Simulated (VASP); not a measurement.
Here is a VASP 6.6.1 calculation.

INCAR

```
  PREC = Accurate
  ENCUT = 520
  EDIFF = 1E-6
  ISMEAR = 0
  SIGMA = 0.1
  LREAL = False
  LASPH = True
  NELM = 100
  ALGO = Normal
  ISIF = 2
  LWAVE = False
  LCHARG = True
  GGA = PE
  LELF = True
  LVHAR = True
  NBANDS = 9
```

KPOINTS

```
regular mesh
0
Gamma
  18 18 16
```

The input POSCAR:

```
Te
1.0
    2.2526070688     -2.2565883373      0.0000000000
    2.2526070688      2.2565883373      0.0000000000
    0.0000000000      0.0000000000      3.2248097444
Te
1
Direct
    0.5000000000      0.5000000000      0.5000000000
```

Potentials or basis: VASP PAW PBE potentials, release 64 (Te).

The run is started by

```console
$ cat potpaw_PBE.64/Te/POTCAR > POTCAR
$ mpirun -np 1 vasp_std > vasp.out
```

Question: What does it give for the pressure?

Answer: 0.0 GPa.

Question: What does it give for the band gap on the k mesh?

Answer: Zero (band 3 reaches 8.95 eV, above the bottom of band 4 at 3.54 eV).

Caveat: spin-orbit coupling is left out, which moves the levels of the heavy elements.
